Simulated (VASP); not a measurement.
# Si2Mo (P6_3/mmc) in VASP: notebook

Aim: see how the results for Si2Mo move with the level of theory and the settings. Levels: PBEsol, r2SCAN+rVV10. Tasks: single point.

All numbers are computed with VASP 6.6.1; they aren't measurements. Logs are shortened: lines on timing, memory, paths and dates and some standing lists are left out, and cuts for length are marked.

## 1. The cell of the first run

Symmetry: P6_3/mmc, No. 194, hexagonal system. Conventional cell: a = 4.428 Å, b = 4.428 Å, c = 4.932 Å, α = 90.00°, β = 90.00°, γ = 120.00°. Within 3.3 Å of Si (site symmetry -6m2) lie 5 Mo at 2.47 to 2.56 Å and 6 Si at 2.84 Å. Within 3.3 Å of Si (site symmetry -3m) lie 8 Si at 2.47 to 2.84 Å and 6 Mo at 2.84 Å. Within 3.3 Å of Mo (site symmetry -6m2) lie 11 Si at 2.47 to 2.84 Å.

## 2. Single point, PBEsol

Contents of INCAR:

```
SYSTEM = Si2Mo
PREC = Accurate
ENCUT = 520
EDIFF = 1E-6
ISMEAR = -1
SIGMA = 0.03
LREAL = .FALSE.
LASPH = .TRUE.
NELM = 100
ALGO = Normal
ISIF = 2
LWAVE = .FALSE.
LCHARG = .FALSE.
GGA = PS
NBANDS = 31
```

Contents of KPOINTS:

```
Automatic mesh
0
G
  6 6 4
  0 0 0
```

Contents of POSCAR:

```
Si2Mo
1.0
    4.4275039711     -0.0000000031      0.0000000000
   -2.2137519829      3.8343309159      0.0000000000
    0.0000000000      0.0000000000      4.9315794741
Si Mo
4 2
Direct
    0.6666666667      0.3333333333      0.2500000000
    0.3333333333      0.6666666667      0.7500000000
    0.0000000000      0.0000000000      0.0000000000
    0.0000000000      0.0000000000      0.5000000000
    0.6666666667      0.3333333333      0.7500000000
    0.3333333333      0.6666666667      0.2500000000
```

Potentials or basis: VASP PAW PBE potentials, release 64 (Si, Mo_sv).

On the command line:

```console
$ cat potpaw_PBE.64/Si/POTCAR potpaw_PBE.64/Mo_sv/POTCAR > POTCAR
$ mpirun -np 1 vasp_std > vasp.out
```

OUTCAR:

```text
SYSTEM = Si2Mo
   PREC = Accurate
   ENCUT = 520
   EDIFF = 1E-6
   ISMEAR = -1
   LREAL = .FALSE.
   LASPH = .TRUE.
   NELM = 100
   ISIF = 2
   GGA = PS

 ion  position               nearest neighbor table
   1  0.667  0.333  0.250-   5 2.47   5 2.47   6 2.56   6 2.56   6 2.56   3 2.84   4 2.84   3 2.84
                             4 2.84   3 2.84   4 2.84
   2  0.333  0.667  0.750-   6 2.47   6 2.47   5 2.56   5 2.56   5 2.56   3 2.84   4 2.84   4 2.84
                             3 2.84   4 2.84   3 2.84
   3  0.000  0.000  0.000-   4 2.47   4 2.47   1 2.84   5 2.84   6 2.84   2 2.84   1 2.84   5 2.84
                             2 2.84   6 2.84   1 2.84   5 2.84   2 2.84   6 2.84
   4  0.000  0.000  0.500-   3 2.47   3 2.47   1 2.84   5 2.84   6 2.84   2 2.84   1 2.84   5 2.84
                             2 2.84   6 2.84   1 2.84   5 2.84   2 2.84   6 2.84
   5  0.667  0.333  0.750-   1 2.47   1 2.47   2 2.56   2 2.56   2 2.56   3 2.84   4 2.84   3 2.84
                             4 2.84   3 2.84   4 2.84
   6  0.333  0.667  0.250-   2 2.47   2 2.47   1 2.56   1 2.56   1 2.56   3 2.84   4 2.84   4 2.84
                             3 2.84   4 2.84   3 2.84

  LATTYP: Found a hexagonal cell.
 ALAT       =     4.4275039711
 C/A-ratio  =     1.1138509432

  Lattice vectors:

 A1 = (   4.4275039711,  -0.0000000031,   0.0000000000)
 A2 = (  -2.2137519829,   3.8343309159,   0.0000000000)
 A3 = (   0.0000000000,   0.0000000000,   4.9315794741)

Analysis of symmetry for initial positions (statically):
=====================================================================
 Subroutine PRICEL returns:
 Original cell was already a primitive cell.

 Routine SETGRP: Setting up the symmetry group for a
 hexagonal supercell.

 Subroutine GETGRP returns: Found 24 space group operations
 (whereof 12 operations were pure point group operations)
 out of a pool of 24 trial point group operations.

The static configuration has the point symmetry D_3d.
 The point group associated with its full space group is D_6h.

Analysis of symmetry for dynamics (positions and initial velocities):
=====================================================================
 Subroutine PRICEL returns:
 Original cell was already a primitive cell.

 Routine SETGRP: Setting up the symmetry group for a
 hexagonal supercell.

 Subroutine GETGRP returns: Found 24 space group operations
 (whereof 12 operations were pure point group operations)
 out of a pool of 24 trial point group operations.

The dynamic configuration has the point symmetry D_3d.
 The point group associated with its full space group is D_6h.

 Subroutine INISYM returns: Found 24 space group operations
 (whereof 12 operations are pure point group operations),
 and found     1 'primitive' translations

----------------------------------------------------------------------------------------

                                     Primitive cell

  volume of cell :      83.7210

  direct lattice vectors                    reciprocal lattice vectors
     4.427503971 -0.000000003  0.000000000     0.225860893  0.130400847  0.000000000
    -2.213751983  3.834330916  0.000000000     0.000000000  0.260801695  0.000000000
     0.000000000  0.000000000  4.931579474     0.000000000  0.000000000  0.202774792

  length of vectors
     4.427503971  4.427503971  4.931579474     0.260801695  0.260801695  0.202774792

  position of ions in fractional coordinates (direct lattice)
     0.666666667  0.333333333  0.250000000
     0.333333333  0.666666667  0.750000000
     0.000000000  0.000000000  0.000000000
     0.000000000  0.000000000  0.500000000
     0.666666667  0.333333333  0.750000000
     0.333333333  0.666666667  0.250000000

  ion indices of the primitive-cell ions
   primitive index   ion index
                 1           1
                 2           2
                 3           3
                 4           4
                 5           5
                 6           6

----------------------------------------------------------------------------------------

 KPOINTS: Automatic mesh

Automatic generation of k-mesh.
 Grid dimensions read from file:
 generate k-points for:    6    6    4

 Generating k-lattice:

  Cartesian coordinates                     Fractional coordinates (reciprocal lattice)
     0.037643482  0.021733475  0.000000000     0.166666667  0.000000000  0.000000000
     0.000000000  0.043466949  0.000000000    -0.000000000  0.166666667  0.000000000
     0.000000000  0.000000000  0.050693698     0.000000000  0.000000000  0.250000000

  Length of vectors
     0.043466949  0.043466949  0.050693698

  Shift w.r.t. Gamma in fractional coordinates (k-lattice)
     0.000000000  0.000000000  0.000000000

 Subroutine IBZKPT returns following result:
 ===========================================

 Found     21 irreducible k-points:

 Following reciprocal coordinates:
            Coordinates               Weight
  0.000000  0.000000  0.000000      1.000000
  0.166667 -0.000000  0.000000      6.000000
  0.333333 -0.000000  0.000000      6.000000
  0.500000 -0.000000  0.000000      3.000000
  0.166667  0.166667  0.000000      6.000000
  0.333333  0.166667  0.000000     12.000000
[... 13 lines left out ...]
  0.333333  0.166667  0.500000     12.000000
  0.333333  0.333333  0.500000      2.000000
   k-points           NKPTS =     21   k-points in BZ     NKDIM =     21   number of bands    NBANDS=     31
   number of dos      NEDOS =    301   number of ions     NIONS =      6
   total plane-waves  NPLWV =  51840
   dimension x,y,z NGX =    36 NGY =   36 NGZ =   40
   dimension x,y,z NGXF=    72 NGYF=   72 NGZF=   80
   ions per type =               4   2
   NGX,Y,Z   is equivalent  to a cutoff of  13.52, 13.52, 13.48 a.u.
   NGXF,Y,Z  is equivalent  to a cutoff of  27.03, 27.03, 26.97 a.u.
 SYSTEM =  Si2Mo
   PREC   = accura    normal or accurate (medium, high low for compatibility)
   ISTART =      0    job   : 0-new  1-cont  2-samecut
   ICHARG =      2    charge: 1-file 2-atom 10-const
   ISPIN  =      1    spin polarized calculation?
   LNONCOLLINEAR =      F non collinear calculations
   LSORBIT =      F    spin-orbit coupling
   LASPH  =      T    aspherical Exc in radial PAW
   ENCUT  =  520.0 eV  38.22 Ry    6.18 a.u.   8.23  8.23  9.17*2*pi/ulx,y,z
   NELM   =    100;   NELMIN=  2; NELMDL= -5     # of ELM steps
   EDIFF  = 0.1E-05   stopping-criterion for ELM
   LREAL  =      F    real-space projection
   EDIFFG = 0.1E-04   stopping-criterion for IOM
   NSW    =      0    number of steps for IOM
   IBRION =     -1    ionic relax: 0-MD 1-quasi-New 2-CG
   NFREE  =      0    steps in history (QN), initial steepest desc. (CG)
   ISIF   =      2    stress and relaxation
   ISYM   =      2    0-nonsym 1-usesym 2-fastsym
   POTIM  = 0.5000    time-step for ionic-motion
   TEBEG  =    0.0;   TEEND  =   0.0 temperature during run
   PSTRESS=    0.0 pullay stress
   NELECT =      44.0000    total number of electrons
   NUPDOWN=      -1.0000    fix difference up-down
   EMIN   =  10.00;   EMAX   =-10.00  energy-range for DOS
   EFERMI =   0.00;   METHOD = LEGACY
   ISMEAR =    -1;   SIGMA  =   0.03  broadening in eV -4-tet -1-fermi 0-gaus
   EFERMI_NEDOS =   21; number of points for ismear=-14 and -15
   IALGO  =     38    algorithm
   IMIX   =      4    mixing-type and parameters
     AMIX     =   0.40;   BMIX     =  1.00
     AMIX_MAG =   1.60;   BMIX_MAG =  1.00
  volume/ion in A,a.u.               =      13.95        94.16
  Fermi-wavevector in a.u.,A,eV,Ry     =   1.321136  2.496585 23.747613  1.745400
  Thomas-Fermi vector in A             =   2.450912
   LORBIT       =      0    0 simple, 1 ext, 2 COOP (PROOUT), +10 PAW based schemes
   GGA     = PS    functional components
   LHFCALC =     F    Hartree Fock is set to
   AEXX    =    0.0000 exact exchange contribution
   IVDW    =     0    specifies the selected vdW correction
   LEPSILON=     F    determine dielectric tensor
   LRPA    =     F    only Hartree local field effects (RPA)
 non-spin polarized calculation
  energy-cutoff  :      520.00
  volume of cell :       83.72
 maximum number of plane-waves:      2286
 NGX is ok and might be reduce to    36
   NGX = 17   NGY = 17   NGZ = 19

 number of electron      44.0000002 magnetization

 Free energy of the ion-electron system (eV)
  ---------------------------------------------------
  ext. energy  EPLUGINS =         0.00000000
  ---------------------------------------------------
  free energy    TOTEN  =       -45.40578085 eV

  energy without entropy =      -45.39024415  energy(sigma->0) =      -45.39801250

 E-fermi :  11.9897     XC(G=0): -12.3153

 val. band max:       11.9821649182   @ k =   0.1667   0.1667   0.2500
 cond. band min:      12.0018947365   @ k =   0.5000  -0.0000   0.0000
 fundamental gap:      0.0197298183
 Fermi energy:        11.9896835810

 k-point     1 :       0.0000    0.0000    0.0000
  band No.  band energies     occupation
      1     -49.0090      2.00000
      2     -48.9949      2.00000
      3     -23.4450      2.00000
      4     -23.3267      2.00000
      5     -23.1511      2.00000
      6     -23.1511      2.00000
[... 23 lines left out ...]
     30      16.0779      0.00000
     31      16.0779      0.00000

 k-point     2 :       0.1667   -0.0000    0.0000
  band No.  band energies     occupation
      1     -49.0081      2.00000
      2     -48.9956      2.00000
      3     -23.4377      2.00000
      4     -23.3334      2.00000
      5     -23.1546      2.00000
      6     -23.1529      2.00000
[... 23 lines left out ...]
     30      16.1094      0.00000
     31      16.1861      0.00000

 k-point     3 :       0.3333   -0.0000    0.0000
  band No.  band energies     occupation
      1     -49.0057      2.00000
      2     -48.9976      2.00000
      3     -23.4191      2.00000
      4     -23.3510      2.00000
      5     -23.1609      2.00000
      6     -23.1568      2.00000
[... 601 lines left out ...]
     30      15.7856      0.00000
     31      17.1014      0.00000

 k-point    21 :       0.3333    0.3333    0.5000
  band No.  band energies     occupation
      1     -49.0014      2.00000
      2     -49.0014      2.00000
      3     -23.4011      2.00000
      4     -23.4011      2.00000
      5     -23.1352      2.00000
      6     -23.1352      2.00000
[... 23 lines left out ...]
     30      15.3846      0.00000
     31      16.9702      0.00000

------------------------ aborting loop because EDIFF is reached ----------------------------------------

  FORCE on cell =-STRESS in cart. coord.  units (eV):
  Direction    XX          YY          ZZ          XY          YZ          ZX
  --------------------------------------------------------------------------------------
  -------------------------------------------------------------------------------------
  Total        0.1226235      0.1226235      0.1733367     -0.0000000      0.0000000      0.0000000
  in kB        2.3466583      2.3466583      3.3171600     -0.0000000      0.0000000      0.0000000
  external PRESSURE =       2.6701589 kB  Pullay stress =       0.0000000 kB

 VOLUME and BASIS-vectors are now :
 -----------------------------------------------------------------------------
  energy-cutoff  :      520.00
  volume of cell :       83.72
      direct lattice vectors                 reciprocal lattice vectors
     4.427503971 -0.000000003  0.000000000     0.225860893  0.130400847  0.000000000
    -2.213751983  3.834330916  0.000000000     0.000000000  0.260801695  0.000000000
     0.000000000  0.000000000  4.931579474     0.000000000  0.000000000  0.202774792

 POSITION                                       TOTAL-FORCE (eV/Angst)
 -----------------------------------------------------------------------------------
      2.21375      1.27811      1.23289        -0.000000     -0.000000      0.000000
      0.00000      2.55622      3.69868        -0.000000      0.000000      0.000000
      0.00000      0.00000      0.00000         0.000000     -0.000000      0.000000
      0.00000      0.00000      2.46579         0.000000     -0.000000      0.000000
      2.21375      1.27811      3.69868         0.000000      0.000000      0.000000
      0.00000      2.55622      1.23289        -0.000000     -0.000000      0.000000
 -----------------------------------------------------------------------------------
    total drift:                                0.000000     -0.000000      0.000000

  FREE ENERGIE OF THE ION-ELECTRON SYSTEM (eV)
  ---------------------------------------------------
  free  energy   TOTEN  =       -45.4057808475 eV

  energy  without entropy=      -45.3902441520  energy(sigma->0) =      -45.39801250
```

It took 49 s on 1 thread of Intel Xeon Platinum 8488C (Sapphire Rapids), shared host; peak memory 0.23 GiB.

What came out:

| Item | Value |
| --- | --- |
| Free energy | -45.4058 eV |
| Pressure | 0.3 GPa |
| Band gap on the k mesh | zero (band 22 reaches 12.41 eV, above the bottom of band 23 at 11.69 eV) |

Caveat: the PAW data sets were made with another functional, which shifts forces and pressure a little.

(Continued in part 2 of 2.)
